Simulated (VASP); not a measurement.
YTe, 2 atoms in the cell. It takes space group Fm-3m (No. 225, cubic). The conventional cell has a = 6.215 Å, b = 6.215 Å, c = 6.215 Å, α = 90.00°, β = 90.00°, γ = 90.00°. Y (site symmetry m-3m) has 6 Te at 3.11 Å within 4.1 Å. Within 4.1 Å of Te (site symmetry m-3m) lie 6 Y at 3.11 Å. 

| Item | Value |
| --- | --- |
| Program | VASP 6.6.1 |
| Task | electric field gradients |
| Functional | PBEsol |
| Potentials or basis | VASP PAW PBE potentials, release 64 (Y_sv, Te) |
| Cutoff | 520 eV |
| k mesh | 12 × 12 × 12 |
| Occupations | fermi-dirac, width 0.05 eV |
| Spin | no spin polarisation |
| Dipole correction | no |
| Further INCAR settings | ALGO = Normal; EDIFF = 1e-08; NBANDS = 16 |

Potentials or basis: VASP PAW PBE potentials, release 64 (Y_sv, Te).

Command:

```bash
$ cat potpaw_PBE.64/Y_sv/POTCAR potpaw_PBE.64/Te/POTCAR > POTCAR
$ mpirun -np 1 vasp_std > vasp.out
```

Hardware: 1 thread of Intel Xeon 8259CL (shared host).

Question: How long does it take, and how much memory?

Answer: It took 2.3 min on 1 thread of Intel Xeon 8259CL, on a shared host, peak memory 0.27 GiB. Counts: scf iterations 17, k points 72.
